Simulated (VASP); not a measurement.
ZnCu:

```
Zn Cu
1.0
     2.94500    0.00000    0.00000
     0.00000    2.94500    0.00000
     0.00000    0.00000    2.94500
Zn Cu
1 1
Direct
  0.50000 0.50000 0.50000
  0.00000 0.00000 0.00000
```

```yaml
Program: VASP 6.6.1
Task: relaxation of cell and atoms
Functional: PBEsol
Potentials_or_basis: VASP PAW PBE potentials, release 64 (Zn, Cu)
Cutoff: 600 eV
k_mesh: 9 × 9 × 9
Occupations: fermi-dirac, width 0.05 eV
Spin: no spin polarisation
```

At the start: pressure -3.8 GPa; volume 12.77 Å³/atom.

Problem. Where does the relaxation end?

Solution. Over 3 steps the energy falls by 4.7 meV/atom and the volume is 12.38 Å³/atom (-3.0 %); space group Pm-3m (No. 221, to 0.05 Å).

The path:
| step | energy change (eV) | largest force (eV/Å) | pressure (GPa) | volume (Å³) |
| --- | --- | --- | --- | --- |
| 1 | 0.0000 | 0.0000 | -3.79 | 25.54 |
| 2 | -0.0076 | 0.0000 | 1.85 | 24.44 |
| 3 | -0.0095 | 0.0000 | 0.02 | 24.77 |

Final structure:
```xyz
2
Lattice="2.9149 0.0000 0.0000 0.0000 2.9149 0.0000 0.0000 0.0000 2.9149" Properties=species:S:1:pos:R:3 pbc="T T T"
Zn    1.4575    1.4575    1.4575
Cu    0.0000    0.0000    0.0000
```

Caveat: the PAW data sets were made with another functional, which shifts forces and pressure a little.
